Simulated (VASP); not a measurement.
Set up this calculation in VASP 6.6.1, as the native input.

```yaml
Task: single point
Functional: PBE
Potentials_or_basis: VASP PAW PBE potentials, release 64 (Zn, O)
Cutoff: 520 eV
k_mesh: 12 × 12 × 6
Occupations: gaussian, width 0.02 eV
Spin: no spin polarisation
Dipole_correction: no
Further_INCAR_settings: ALGO = Normal; EDIFF = 1e-06; NBANDS = 26
```

The structure of ZnO lies in POSCAR:

```
ZnO
1.0
    3.2407654093      0.0000000000      0.0000000000
   -1.6203827046      2.8065851721      0.0000000000
    0.0000000000      0.0000000000      5.5049624914
Zn O
2 2
Direct
    0.6666666659      0.3333333341      0.5061177229
    0.3333333341      0.6666666659      0.0061177229
    0.6666666676      0.3333333324      0.8741922771
    0.3333333324      0.6666666676      0.3741922771
```

These files were run (other wordings do the same):

INCAR

```
SYSTEM = ZnO
  PREC = Accurate
  ENCUT = 520
  EDIFF = 1E-6
  ISMEAR = 0
  SIGMA = 0.02
  LREAL = .FALSE.
  LASPH = .TRUE.
  NELM = 100
  ALGO = Normal
  ISIF = 2
  LWAVE = .FALSE.
  LCHARG = .FALSE.
  GGA = PE
  NBANDS = 26
```

KPOINTS

```
Automatic mesh
0
G
  12 12 6
  0 0 0
```

Potentials or basis: VASP PAW PBE potentials, release 64 (Zn, O).

Command:

```console
$ cat potpaw_PBE.64/Zn/POTCAR potpaw_PBE.64/O/POTCAR > POTCAR
$ mpirun -np 1 vasp_std > vasp.out
```

It gave:

The pressure is -1.3 GPa, the largest force is 0.014 eV/Å and the band gap on the k mesh is 0.62 eV, direct.

Run time: 31 s on 1 thread of Intel(R) Xeon(R) 6975P-C (Granite Rapids) (shared host), peak memory 0.21 GiB.
